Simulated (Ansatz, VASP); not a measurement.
**One calculation of ZnS, two programs**

```
CELL_PARAMETERS angstrom
0.00000 2.70465 2.70465
2.70465 0.00000 2.70465
2.70465 2.70465 0.00000
ATOMIC_POSITIONS crystal
Zn 0.00000 0.00000 0.00000
S 0.76307 0.75000 0.75000
```

Change from the starting cell: all S atoms moved -0.050 Å, as atom 2 towards its neighbour atom 2 (S) at 3.825 Å.

Alike in both runs: task single point; functional PBE; k mesh 10 × 10 × 10; occupations gaussian, width 0.05 eV; no spin polarisation.

```csv
,VASP,Ansatz
version,VASP 6.6.1,Ansatz 0.2.0
potentials or method,"VASP PAW PBE potentials, release 64 (Zn, S), cutoff 520 eV","scalar-relativistic, plane waves, PAW"
valence electrons in the cell,18,18
```

```csv
,VASP,Ansatz,Ansatz less VASP
gap on the k mesh at the Fermi level (eV),2.06,2.06,-0.006
least direct gap on the mesh (eV),2.06,2.06,-0.006
pressure (GPa),1.6,1.5,-0.16
"traceless stress, the component that is largest in VASP (GPa)",0.81,0.80,-0.012
rms of the force components (eV/Å),0.168,0.167,-0.0013
```

Atom by atom the forces differ by 0.001 eV/Å (rms over components).
